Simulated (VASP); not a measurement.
# ZrB2 in VASP: notebook, part 2 of 2

VASP 6.6.1.

### 3 Single point, LDA (equal xx and yy strain of +1 %)

The input, INCAR:

```
SYSTEM = ZrB2
ALGO = Normal
EDIFF = 1E-6
ENCUT = 520
GGA = CA
ISIF = 2
ISMEAR = -1
LASPH = .True.
LCHARG = .True.
LELF = .True.
LREAL = .False.
LVHAR = .True.
LWAVE = .False.
NBANDS = 16
NELM = 80
PREC = Accurate
SIGMA = 0.05
```

The input, KPOINTS:

```
k-points
0
Gamma
  12 12 9
  0 0 0
```

The input, POSCAR:

```
ZrB2
1.0
    3.1966498238      0.0000000000      0.0000000000
   -1.5983249119      2.7683799544      0.0000000000
    0.0000000000      0.0000000000      3.5200000000
Zr B
1 2
Direct
    0.0000000000      0.0000000000      0.0000000000
    0.3333333333      0.6666666667      0.5000000000
    0.6666666667      0.3333333333      0.5000000000
```

Potentials or basis: VASP PAW LDA potentials, release 64 (Zr_sv, B).

Run with:

```sh
cat potpaw_LDA.64/Zr_sv/POTCAR potpaw_LDA.64/B/POTCAR > POTCAR
mpirun -np 1 vasp_std > vasp.out
```

OUTCAR:

```text
SYSTEM = ZrB2
   EDIFF = 1E-6
   ENCUT = 520
   GGA = CA
   ISIF = 2
   ISMEAR = -1
   LASPH = .True.
   LREAL = .False.
   NELM = 80
   PREC = Accurate

 ion  position               nearest neighbor table
   1  0.000  0.000  0.000-   2 2.55   3 2.55   2 2.55   3 2.55   2 2.55   2 2.55   3 2.55   3 2.55
                             3 2.55   3 2.55   2 2.55   2 2.55
   2  0.333  0.667  0.500-   3 1.85   3 1.85   3 1.85   1 2.55   1 2.55   1 2.55   1 2.55   1 2.55
                             1 2.55
   3  0.667  0.333  0.500-   2 1.85   2 1.85   2 1.85   1 2.55   1 2.55   1 2.55   1 2.55   1 2.55
                             1 2.55

  LATTYP: Found a hexagonal cell.
 ALAT       =     3.1966498238
 C/A-ratio  =     1.1011528300

  Lattice vectors:

 A1 = (   3.1966498238,   0.0000000000,   0.0000000000)
 A2 = (  -1.5983249119,   2.7683799544,   0.0000000000)
 A3 = (   0.0000000000,   0.0000000000,   3.5200000000)

Analysis of symmetry for initial positions (statically):
=====================================================================
 Subroutine PRICEL returns:
 Original cell was already a primitive cell.

 Routine SETGRP: Setting up the symmetry group for a
 hexagonal supercell.

 Subroutine GETGRP returns: Found 24 space group operations
 (whereof 24 operations were pure point group operations)
 out of a pool of 24 trial point group operations.

The static configuration has the point symmetry D_6h.

Analysis of symmetry for dynamics (positions and initial velocities):
=====================================================================
 Subroutine PRICEL returns:
 Original cell was already a primitive cell.

 Routine SETGRP: Setting up the symmetry group for a
 hexagonal supercell.

 Subroutine GETGRP returns: Found 24 space group operations
 (whereof 24 operations were pure point group operations)
 out of a pool of 24 trial point group operations.

The dynamic configuration has the point symmetry D_6h.

 Subroutine INISYM returns: Found 24 space group operations
 (whereof 24 operations are pure point group operations),
 and found     1 'primitive' translations

----------------------------------------------------------------------------------------

                                     Primitive cell

  volume of cell :      31.1504

  direct lattice vectors                    reciprocal lattice vectors
     3.196649824  0.000000000  0.000000000     0.312827509  0.180611046  0.000000000
    -1.598324912  2.768379954  0.000000000     0.000000000  0.361222093  0.000000000
     0.000000000  0.000000000  3.520000000     0.000000000  0.000000000  0.284090909

  length of vectors
     3.196649824  3.196649824  3.520000000     0.361222093  0.361222093  0.284090909

  position of ions in fractional coordinates (direct lattice)
     0.000000000  0.000000000  0.000000000
     0.333333333  0.666666667  0.500000000
     0.666666667  0.333333333  0.500000000

  ion indices of the primitive-cell ions
   primitive index   ion index
                 1           1
                 2           2
                 3           3

----------------------------------------------------------------------------------------

 KPOINTS: k-points

Automatic generation of k-mesh.
 Grid dimensions read from file:
 generate k-points for:   12   12    9

 Generating k-lattice:

  Cartesian coordinates                     Fractional coordinates (reciprocal lattice)
     0.026068959  0.015050921  0.000000000     0.083333333  0.000000000  0.000000000
     0.000000000  0.030101841  0.000000000     0.000000000  0.083333333  0.000000000
     0.000000000  0.000000000  0.031565657     0.000000000  0.000000000  0.111111111

  Length of vectors
     0.030101841  0.030101841  0.031565657

  Shift w.r.t. Gamma in fractional coordinates (k-lattice)
     0.000000000  0.000000000  0.000000000

 Subroutine IBZKPT returns following result:
 ===========================================

 Found     95 irreducible k-points:

 Following reciprocal coordinates:
            Coordinates               Weight
  0.000000  0.000000  0.000000      1.000000
  0.083333  0.000000  0.000000      6.000000
  0.166667  0.000000  0.000000      6.000000
  0.250000  0.000000  0.000000      6.000000
  0.333333  0.000000  0.000000      6.000000
  0.416667  0.000000  0.000000      6.000000
[... 16 lines left out ...]
  0.250000  0.000000  0.111111     12.000000
  0.333333  0.000000  0.111111     12.000000
 [... further k-points ...]
   k-points           NKPTS =     95   k-points in BZ     NKDIM =     95   number of bands    NBANDS=     16
   number of dos      NEDOS =    301   number of ions     NIONS =      3
   total plane-waves  NPLWV =  16128
   dimension x,y,z NGX =    24 NGY =   24 NGZ =   28
   dimension x,y,z NGXF=    48 NGYF=   48 NGZF=   56
   ions per type =               1   2
   NGX,Y,Z   is equivalent  to a cutoff of  12.48, 12.48, 13.22 a.u.
   NGXF,Y,Z  is equivalent  to a cutoff of  24.96, 24.96, 26.45 a.u.
 SYSTEM =  ZrB2
   PREC   = accura    normal or accurate (medium, high low for compatibility)
   ISTART =      0    job   : 0-new  1-cont  2-samecut
   ICHARG =      2    charge: 1-file 2-atom 10-const
   ISPIN  =      1    spin polarized calculation?
   LNONCOLLINEAR =      F non collinear calculations
   LSORBIT =      F    spin-orbit coupling
   LASPH  =      T    aspherical Exc in radial PAW
   ENCUT  =  520.0 eV  38.22 Ry    6.18 a.u.   5.94  5.94  6.54*2*pi/ulx,y,z
   NELM   =     80;   NELMIN=  2; NELMDL= -5     # of ELM steps
   EDIFF  = 0.1E-05   stopping-criterion for ELM
   LREAL  =      F    real-space projection
   EDIFFG = 0.1E-04   stopping-criterion for IOM
   NSW    =      0    number of steps for IOM
   IBRION =     -1    ionic relax: 0-MD 1-quasi-New 2-CG
   NFREE  =      0    steps in history (QN), initial steepest desc. (CG)
   ISIF   =      2    stress and relaxation
   ISYM   =      2    0-nonsym 1-usesym 2-fastsym
   POTIM  = 0.5000    time-step for ionic-motion
   TEBEG  =    0.0;   TEEND  =   0.0 temperature during run
   PSTRESS=    0.0 pullay stress
   NELECT =      18.0000    total number of electrons
   NUPDOWN=      -1.0000    fix difference up-down
   EMIN   =  10.00;   EMAX   =-10.00  energy-range for DOS
   EFERMI =   0.00;   METHOD = LEGACY
   ISMEAR =    -1;   SIGMA  =   0.05  broadening in eV -4-tet -1-fermi 0-gaus
   EFERMI_NEDOS =   21; number of points for ismear=-14 and -15
   IALGO  =     38    algorithm
   IMIX   =      4    mixing-type and parameters
     AMIX     =   0.40;   BMIX     =  1.00
     AMIX_MAG =   1.60;   BMIX_MAG =  1.00
  volume/ion in A,a.u.               =      10.38        70.07
  Fermi-wavevector in a.u.,A,eV,Ry     =   1.363571  2.576776 25.297676  1.859327
  Thomas-Fermi vector in A             =   2.489963
   LORBIT       =      0    0 simple, 1 ext, 2 COOP (PROOUT), +10 PAW based schemes
   GGA     = CA    functional components
   LHFCALC =     F    Hartree Fock is set to
   AEXX    =    0.0000 exact exchange contribution
   IVDW    =     0    specifies the selected vdW correction
   LEPSILON=     F    determine dielectric tensor
   LRPA    =     F    only Hartree local field effects (RPA)
 non-spin polarized calculation
  energy-cutoff  :      520.00
  volume of cell :       31.15
 maximum number of plane-waves:       855
 NGX is ok and might be reduce to    24
   NGX = 11   NGY = 11   NGZ = 13

 number of electron      18.0000000 magnetization

 Free energy of the ion-electron system (eV)
  ---------------------------------------------------
  ext. energy  EPLUGINS =         0.00000000
  ---------------------------------------------------
  free energy    TOTEN  =       -27.42952271 eV

  energy without entropy =      -27.42745092  energy(sigma->0) =      -27.42848682

 E-fermi :  10.3878     XC(G=0): -12.5277

 val. band max:       10.2100040130   @ k =   0.0833   0.0833   0.3333
 cond. band min:      10.3958790020   @ k =   0.1667   0.1667   0.1111
 fundamental gap:      0.1858749890
 Fermi energy:        10.3878472985

 k-point     1 :       0.0000    0.0000    0.0000
  band No.  band energies     occupation
      1     -38.0544      2.00000
      2     -16.3822      2.00000
      3     -15.8623      2.00000
      4     -15.8623      2.00000
      5      -2.1701      2.00000
      6       7.6367      2.00000
[... 433 lines left out ...]
      3     -16.2993      2.00000
      4     -16.0108      2.00000
      5      -0.1477      2.00000
      6       3.9477      2.00000
[... 8 lines left out ...]
     15      17.8508      0.00000
     16      20.7237      0.00000

 [... further k-points ...]

------------------------ aborting loop because EDIFF is reached ----------------------------------------

  FORCE on cell =-STRESS in cart. coord.  units (eV):
  Direction    XX          YY          ZZ          XY          YZ          ZX
  --------------------------------------------------------------------------------------
  -------------------------------------------------------------------------------------
  Total       -2.5407419     -2.5407419     -1.5781445      0.0000000      0.0000000      0.0000000
  in kB     -130.6795734   -130.6795734    -81.1696976      0.0000000      0.0000000      0.0000000
  external PRESSURE =    -114.1762815 kB  Pullay stress =       0.0000000 kB

 VOLUME and BASIS-vectors are now :
 -----------------------------------------------------------------------------
  energy-cutoff  :      520.00
  volume of cell :       31.15
      direct lattice vectors                 reciprocal lattice vectors
     3.196649824  0.000000000  0.000000000     0.312827509  0.180611046  0.000000000
    -1.598324912  2.768379954  0.000000000     0.000000000  0.361222093  0.000000000
     0.000000000  0.000000000  3.520000000     0.000000000  0.000000000  0.284090909

 POSITION                                       TOTAL-FORCE (eV/Angst)
 -----------------------------------------------------------------------------------
      0.00000      0.00000      0.00000         0.000000      0.000000      0.000000
     -0.00000      1.84559      1.76000        -0.000000      0.000000      0.000000
      1.59832      0.92279      1.76000         0.000000      0.000000      0.000000
 -----------------------------------------------------------------------------------
    total drift:                               -0.000000      0.000000     -0.000000

  FREE ENERGIE OF THE ION-ELECTRON SYSTEM (eV)
  ---------------------------------------------------
  free  energy   TOTEN  =       -27.4295227145 eV

  energy  without entropy=      -27.4274509217  energy(sigma->0) =      -27.42848682
```

OSZICAR:

```text
N       E                     dE             d eps       ncg     rms          rms(c)
DAV:   1     0.100778696645E+03    0.10078E+03   -0.95763E+03  3040   0.112E+03
DAV:   2    -0.260162869475E+02   -0.12679E+03   -0.12164E+03  4016   0.291E+02
DAV:   3    -0.300760681368E+02   -0.40598E+01   -0.40437E+01  4608   0.450E+01
DAV:   4    -0.301396106971E+02   -0.63543E-01   -0.63527E-01  3800   0.502E+00
DAV:   5    -0.301414243873E+02   -0.18137E-02   -0.18137E-02  4480   0.533E-01    0.212E+01
DAV:   6    -0.274848815374E+02    0.26565E+01   -0.60193E+00  3960   0.161E+01    0.839E+00
DAV:   7    -0.274349852846E+02    0.49896E-01   -0.60714E-01  4200   0.476E+00    0.319E+00
DAV:   8    -0.274342450751E+02    0.74021E-03   -0.99538E-02  3688   0.252E+00    0.387E-01
DAV:   9    -0.274298038216E+02    0.44413E-02   -0.20948E-02  3808   0.108E+00    0.177E-01
DAV:  10    -0.274295181288E+02    0.28569E-03   -0.14903E-03  3656   0.344E-01    0.401E-02
DAV:  11    -0.274295240750E+02   -0.59462E-05   -0.56123E-05  4072   0.690E-02    0.973E-03
DAV:  12    -0.274295229402E+02    0.11348E-05   -0.26243E-06  3304   0.138E-02    0.598E-03
DAV:  13    -0.274295227145E+02    0.22577E-06   -0.40111E-07  2000   0.569E-03
   1 F= -.27429523E+02 E0= -.27428487E+02  d E =-.207179E-02
```

stdout:

```text
POSCAR found type information on POSCAR ZrB
 POSCAR found :  2 types and       3 ions
 scaLAPACK will be used
 LDA part: xc-table for (Slater(with rela. corr.)+CA(PZ))
 , standard interpolation
 POSCAR, INCAR and KPOINTS ok, starting setup
 FFT: planning ... GRIDC
 FFT: planning ... GRID_SOFT
 FFT: planning ... GRID
 WAVECAR not read
 entering main loop
```

Run time: 19 s. Hardware: 1 thread of Intel Xeon Platinum 8488C (Sapphire Rapids), shared host; peak memory 0.16 GiB.

Results:

```yaml
Free_energy: -27.4295 eV
Pressure: -11.4 GPa
Band_gap_on_the_k_mesh: zero (bands 9 and 10 overlap by 1.12 eV)
```

Stress tensor (GPa, compression positive):
```
-13.07   0.00   0.00
  0.00 -13.07   0.00
  0.00   0.00  -8.12
```

Caveat: the cell differs from its parent crystal (equal xx and yy strain of +1 %); the cell stands under tension.

### 4 Single point, LDA (equal xx and yy strain of +3 %)

The input, INCAR:

```
  PREC = Accurate
  ENCUT = 520
  EDIFF = 1E-6
  ISMEAR = -1
  SIGMA = 0.05
  LREAL = F
  LASPH = T
  NELM = 60
  ALGO = Normal
  ISIF = 2
  LWAVE = F
  LCHARG = F
  GGA = CA
  NBANDS = 16
```

The input, KPOINTS:

```
Automatic mesh
0
Gamma
  12 12 9
```

The input, POSCAR:

```
ZrB2
1.0
    3.2599498203      0.0000000000      0.0000000000
   -1.6299749102      2.8231993595      0.0000000000
    0.0000000000      0.0000000000      3.5200000000
Zr B
1 2
Direct
    0.0000000000      0.0000000000      0.0000000000
    0.3333333333      0.6666666667      0.5000000000
    0.6666666667      0.3333333333      0.5000000000
```

Potentials or basis: VASP PAW LDA potentials, release 64 (Zr_sv, B).

Run with:

```sh
cat potpaw_LDA.64/Zr_sv/POTCAR potpaw_LDA.64/B/POTCAR > POTCAR
mpirun -np 1 vasp_std > vasp.out
```

OUTCAR:

```text
PREC = Accurate
   ENCUT = 520
   EDIFF = 1E-6
   ISMEAR = -1
   LREAL = F
   LASPH = T
   NELM = 60
   ISIF = 2
   GGA = CA

 ion  position               nearest neighbor table
   1  0.000  0.000  0.000-   2 2.58   3 2.58   2 2.58   3 2.58   3 2.58   3 2.58   2 2.58   2 2.58
                             3 2.58   3 2.58   2 2.58   2 2.58
   2  0.333  0.667  0.500-   3 1.88   3 1.88   3 1.88   1 2.58   1 2.58   1 2.58   1 2.58   1 2.58
                             1 2.58
   3  0.667  0.333  0.500-   2 1.88   2 1.88   2 1.88   1 2.58   1 2.58   1 2.58   1 2.58   1 2.58
                             1 2.58
[... 654 lines left out ...]
  Direction    XX          YY          ZZ          XY          YZ          ZX
  --------------------------------------------------------------------------------------
  -------------------------------------------------------------------------------------
  Total       -4.6861585     -4.6861585     -2.4131431      0.0000000      0.0000000      0.0000000
  in kB     -231.7567715   -231.7567716   -119.3434333      0.0000000      0.0000000      0.0000000
  external PRESSURE =    -194.2856588 kB  Pullay stress =       0.0000000 kB

 VOLUME and BASIS-vectors are now :
 -----------------------------------------------------------------------------
  energy-cutoff  :      520.00
  volume of cell :       32.40
      direct lattice vectors                 reciprocal lattice vectors
     3.259949820  0.000000000  0.000000000     0.306753188  0.177104036  0.000000000
    -1.629974910  2.823199359  0.000000000     0.000000000  0.354208071  0.000000000
     0.000000000  0.000000000  3.520000000     0.000000000  0.000000000  0.284090909

 POSITION                                       TOTAL-FORCE (eV/Angst)
 -----------------------------------------------------------------------------------
      0.00000      0.00000      0.00000         0.000000      0.000000     -0.000000
     -0.00000      1.88213      1.76000        -0.000000      0.000000     -0.000000
      1.62997      0.94107      1.76000         0.000000      0.000000      0.000000
 -----------------------------------------------------------------------------------
    total drift:                               -0.000000      0.000000      0.000000

  FREE ENERGIE OF THE ION-ELECTRON SYSTEM (eV)
  ---------------------------------------------------
  free  energy   TOTEN  =       -27.2879477544 eV

  energy  without entropy=      -27.2855135010  energy(sigma->0) =      -27.28673063
```

stdout:

```text
POSCAR found type information on POSCAR ZrB
 POSCAR found :  2 types and       3 ions
 scaLAPACK will be used
 LDA part: xc-table for (Slater(with rela. corr.)+CA(PZ))
 , standard interpolation
 POSCAR, INCAR and KPOINTS ok, starting setup
 FFT: planning ... GRIDC
 FFT: planning ... GRID_SOFT
 FFT: planning ... GRID
 WAVECAR not read
 entering main loop
```

It took 18 s on 1 thread of Intel Xeon Platinum 8488C (Sapphire Rapids), shared host; peak memory 0.16 GiB.

Results:

| Item | Value |
| --- | --- |
| Free energy | -27.2879 eV |
| Pressure | -19.4 GPa |
| Band gap on the k mesh | zero (bands 9 and 10 overlap by 0.85 eV) |

Stress tensor (GPa, compression positive):
```
-23.18   0.00   0.00
  0.00 -23.18   0.00
  0.00   0.00 -11.93
```

Caveat: the cell differs from its parent crystal (equal xx and yy strain of +3 %); the cell stands under tension.

### 5 Single point, LDA (equal xy, yz and zx shear strains of -2 %)

The input, INCAR:

```
SYSTEM = ZrB2
PREC = Accurate
ENCUT = 520
EDIFF = 1E-6
ISMEAR = -1
SIGMA = 0.05
LREAL = .FALSE.
LASPH = .TRUE.
NELM = 80
ALGO = Normal
ISIF = 2
LWAVE = .FALSE.
LCHARG = .TRUE.
GGA = CA
LELF = .TRUE.
LVHAR = .TRUE.
NBANDS = 16
```

The input, KPOINTS:

```
regular mesh
0
G
  12 12 9
  0 0 0
```

The input, POSCAR:

```
ZrB2
1.0
    3.1649998255     -0.0316499983     -0.0316499983
   -1.6099096153      2.7567952510     -0.0115847034
   -0.0352000000     -0.0352000000      3.5200000000
Zr B
1 2
Direct
    0.0000000000      0.0000000000      0.0000000000
    0.3333333333      0.6666666667      0.5000000000
    0.6666666667      0.3333333333      0.5000000000
```

Run with:

```sh
cat potpaw_LDA.64/Zr_sv/POTCAR potpaw_LDA.64/B/POTCAR > POTCAR
mpirun -np 1 vasp_std > vasp.out
```

Run time: 5.6 min. Hardware: 1 thread of AMD EPYC 7R13, shared host; peak memory 0.36 GiB.

It converged, with:

```
Free energy            : -27.4389 eV
Pressure               : -6.5 GPa
Largest force          : 0.049 eV/Å
Band gap on the k mesh : zero (bands 9 and 10 overlap by 1.23 eV)
```

Forces on the atoms (eV/Å):
```
Zr   0.000  0.000  0.000
B   -0.049  0.004 -0.008
B    0.049 -0.004  0.008
```

Stress tensor (GPa, compression positive):
```
-6.93  5.30  5.17
 5.30 -6.97  5.16
 5.17  5.16 -5.54
```

Levels at points of the mesh, in eV from the Fermi level:
```
           k point  band 5  band 6  band 7  band 8  band 9  band 10  band 11  band 12  band 13  band 14
(0.00, 0.00, 0.00)  -12.65   -2.83   -2.68   -2.57   -2.33     3.25     3.32     4.12     4.22     4.78
(0.50, 0.00, 0.00)   -8.95   -8.28   -3.93   -3.22   -2.81     2.13     2.15     4.83     4.99     6.66
(0.00, 0.50, 0.00)   -8.96   -8.39   -3.95   -3.09   -2.75     2.21     2.22     4.77     5.10     6.57
(0.50, 0.50, 0.00)   -8.96   -8.49   -3.98   -2.97   -2.70     2.29     2.30     4.80     5.14     6.47
```

Caveat: the cell differs from its parent crystal (equal xy, yz and zx shear strains of -2 %); the cell stands under tension.

### 6 Summary

| cell | gap on the mesh (eV) | pressure (GPa) |
| --- | --- | --- |
| a = 3.102, b = 3.102, c = 3.520 Å, angles 90.0, 90.0, 120.0°, 3 atoms | none | 3.7 |
| a = 3.197, b = 3.197, c = 3.520 Å, angles 90.0, 90.0, 120.0°, 3 atoms | none | -11.4 |
| a = 3.260, b = 3.260, c = 3.520 Å, angles 90.0, 90.0, 120.0°, 3 atoms | none | -19.4 |
| a = 3.165, b = 3.192, c = 3.520 Å, angles 90.4, 91.1, 120.9°, 3 atoms | none | -6.5 |

Alike in all rows: task single point; level LDA; potentials or basis VASP PAW LDA potentials, release 64 (Zr_sv, B); no spin polarisation; k mesh 12 × 12 × 9; cutoff (eV) 520; smearing fermi-dirac 0.05 eV.

Caveats: the cell stands under tension (at least some runs); the cell stands under pressure (at least some runs).

Absolute energies hang on the potentials; compare differences alone.
